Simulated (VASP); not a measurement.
The system is Fe.

```xyz
2
Lattice="0.0000 2.3781 2.3781 2.3781 0.0000 2.3781 2.3781 2.3781 0.0000" Properties=species:S:1:pos:R:3 pbc="T T T"
Fe    0.5945    0.5945    0.5945
Fe    4.1617    4.1617    4.1617
```

Base run:

* Program: VASP 6.6.1
* Functional: LDA
* Potentials or basis: VASP PAW LDA potentials, release 64 (Fe_sv)
* Cutoff: 600 eV
* k mesh: 11 × 11 × 11
* Occupations: fermi-dirac, width 0.1 eV
* Spin: no spin polarisation

Its results: band gap on the k mesh zero (band 16 reaches 9.41 eV, above the bottom of band 17 at 8.67 eV); pressure -2.6 GPa.

Q: The run is repeated on the same cell with these changes: potentials or basis from VASP PAW LDA potentials, release 64 (Fe_sv) to VASP PAW LDA potentials, release 64 (Fe); cutoff from 600 eV to 520 eV; further incar settings from ALGO = Normal; EDIFF = 1e-06; NBANDS = 23 to ALGO = Normal; EDIFF = 1e-07; NBANDS = 15; valence electrons from 32 to 16. What comes out?

A: Band gap on the k mesh zero (band 8 reaches 4.31 eV, above the bottom of band 9 at 3.57 eV); pressure -2.1 GPa.

Caveats: the run has no spin polarisation, though such a crystal can be magnetic.
